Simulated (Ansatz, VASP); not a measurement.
One calculation of MgS, two programs

Contents of INCAR:

```
SYSTEM = MgS
PREC     = Accurate       ! precision mode
ENCUT    = 520            ! plane-wave cutoff, eV
EDIFF    = 1E-7           ! SCF threshold, eV
ISMEAR   = 0              ! smearing method
SIGMA    = 0.05           ! smearing width, eV
LREAL    = .False.        ! projectors in reciprocal space
LASPH    = .True.         ! aspherical terms in the spheres
NELM     = 100            ! most SCF steps
ALGO     = Normal         ! electronic algorithm
ISIF     = 2              ! what is computed and relaxed
LWAVE    = .False.        ! write WAVECAR
LCHARG   = .False.        ! write CHGCAR
GGA      = PS             ! functional
NBANDS   = 11             ! bands
```

Contents of KPOINTS:

```
Automatic mesh
0
Gamma
  8 8 8
  0 0 0
```

Contents of POSCAR:

```
MgS
1.0
    0.0000000000      3.0810180509      2.8331200468
    3.0810180509      0.0000000000      2.8331200468
    3.0810180509      3.0810180509      0.0000000000
Mg S
1 1
Direct
    0.0000000000      0.0000000000      0.0000000000
    0.7500000000      0.7500000000      0.7500000000
```

Input for Ansatz:

```yaml
crystal:
  lattice:
    - [0.0, 3.0810180509, 2.8331200468]
    - [3.0810180509, 0.0, 2.8331200468]
    - [3.0810180509, 3.0810180509, 0.0]
  atoms:
    - { symbol: Mg, position: [0.0, 0.0, 0.0] }
    - { symbol: S, position: [0.75, 0.75, 0.75] }
basis:
  ecutwfc: 420
kpoints:
  mp_grid: { grid: [8, 8, 8] }
hamiltonian:
  xc: pbesol
scf:
  occupations: { method: gaussian, width: 0.05 }
output:
  forces: true
  stress: true
  eigenvalues: true
```

Change from the starting cell: strain +0.0875 x Voigt [1, 1, 0, 0, 0, 0], atoms carried along.

Alike in both runs: task single point; functional PBEsol; k mesh 8 × 8 × 8; occupations gaussian, width 0.05 eV; no spin polarisation.

|  | VASP | Ansatz |
| --- | --- | --- |
| version | VASP 6.6.1 | Ansatz 0.2.0 |
| potentials or method | VASP PAW PBE potentials, release 64 (Mg, S), cutoff 520 eV | scalar-relativistic, plane waves, PAW |
| valence electrons in the cell | 8 | 16 |

|  | VASP | Ansatz | Ansatz less VASP |
| --- | --- | --- | --- |
| gap on the k mesh at the Fermi level (eV) | 2.38 | 2.39 | +0.002 |
| least direct gap on the mesh (eV) | 2.38 | 2.39 | +0.002 |
| pressure (GPa) | -7.3 | -7.2 | +0.11 |
| traceless stress, the component that is largest in VASP (GPa) | 1.29 | 1.28 | -0.011 |

VASP's potentials were made for PBE, not for PBEsol. VASP's potentials hold 8 valence electrons a cell and Ansatz's 16, so a difference there can come from the potentials and not from the codes.
